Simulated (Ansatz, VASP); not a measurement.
Two plane-wave programs on Cr

File INCAR:

```
SYSTEM = Cr
PREC = Accurate ; ENCUT = 520
EDIFF = 1E-6 ; ISMEAR = -1
SIGMA = 0.05 ; LREAL = .FALSE.
LASPH = .TRUE. ; NELM = 150
ALGO = Normal ; ISIF = 2
LWAVE = .FALSE. ; LCHARG = .FALSE.
ISPIN = 2 ; MAGMOM = -3 3
LORBIT = 11 ; LMAXMIX = 4
GGA = PE ; NBANDS = 23
```

Contents of KPOINTS:

```
regular mesh
0
G
  11 11 11
  0 0 0
```

The input POSCAR:

```
Cr
1.0
    3.0647357691      0.0000000000      0.0000000000
    0.0000000000      3.0647357691      0.0000000000
    0.0000000000      0.0000000000      3.0647357691
Cr
2
Direct
    0.0000000000      0.0000000000      0.0000000000
    0.5000000000      0.5000000000      0.5000000000
```

Input for Ansatz:

```yaml
crystal:
  lattice:
    - [3.0647357691, 0.0, 0.0]
    - [0.0, 3.0647357691, 0.0]
    - [0.0, 0.0, 3.0647357691]
  atoms:
    - { symbol: Cr, position: [0.0, 0.0, 0.0], spin: -3.0 }
    - { symbol: Cr, position: [0.5, 0.5, 0.5], spin: 3.0 }
magnetization:
  spin_polarized: true
kpoints:
  mp_grid: { grid: [11, 11, 11] }
scf:
  occupations: { method: fermi_dirac, width: 0.05 }
  lower_state_search: "off"
hamiltonian:
  xc: pbe
  pseudopotentials: { kind: paw }
output:
  forces: true
  stress: true
  eigenvalues: true
  populations: true
```

Change from the starting cell: volume scaled by 1.1, PAW files.

Alike in both runs: task single point; functional PBE; k mesh 11 × 11 × 11; occupations fermi-dirac, width 0.05 eV; collinear spin.

|  | VASP | Ansatz |
| --- | --- | --- |
| version | VASP 6.6.1 | Ansatz 0.2.0 |
| potentials or method | VASP PAW PBE potentials, release 64 (Cr_pv) | PAW with Ansatz's default frozen-core files, scalar-relativistic |
| plane-wave cutoff (eV) | 520 | 420 |
| valence electrons in the cell | 24 | 28 |

|  | VASP | Ansatz | Ansatz less VASP |
| --- | --- | --- | --- |
| pressure (GPa) | -18.2 | -18.7 | -0.45 |
| net moment per atom (μB) | 0.00 | 0.00 | 0.000 |
| size of the moment on the site where the two differ most (μB) | 2.35 | 2.25 | -0.105 |

Site moments also hang on the region over which each program counts them. The functional is the same, so the differences come from potentials, cutoffs and numerics. VASP's potentials hold 24 valence electrons a cell and Ansatz's 28, so a difference there can come from the potentials and not from the codes.
